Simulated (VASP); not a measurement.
Here is a VASP 6.6.1 calculation.

Contents of INCAR:

```
PREC = Accurate ; ENCUT = 520
EDIFF = 1E-7 ; ISMEAR = 0
SIGMA = 0.1 ; LREAL = F
LASPH = T ; NELM = 60
ALGO = Fast ; ISIF = 2
LWAVE = F ; LCHARG = T
GGA = PE ; LELF = T
LVHAR = T ; NBANDS = 24
```

The input KPOINTS:

```
regular mesh
0
Gamma
  18 18 18
```

File POSCAR:

```
Ag
1.0
    1.4529574572      0.8388653790      7.1107565193
   -1.4529574572      0.8388653790      7.1107565193
    0.0000000000     -1.6777307581      7.1107565193
Ag
3
Direct
    0.0000000000      0.0000000000      0.0000000000
    0.7777073670      0.7777073670      0.7777073670
    0.2222926330      0.2222926330      0.2222926330
```

Potentials or basis: VASP PAW PBE potentials, release 64 (Ag).

Command:

```bash
$ cat potpaw_PBE.64/Ag/POTCAR > POTCAR
$ mpirun -np 1 vasp_std > vasp.out
```

(1) What does it give for the band gap on the k mesh?

(2) What does it give for the pressure?

Results:

(1) zero (an odd number of electrons rules out a gap without spin polarisation).

(2) 2.9 GPa.
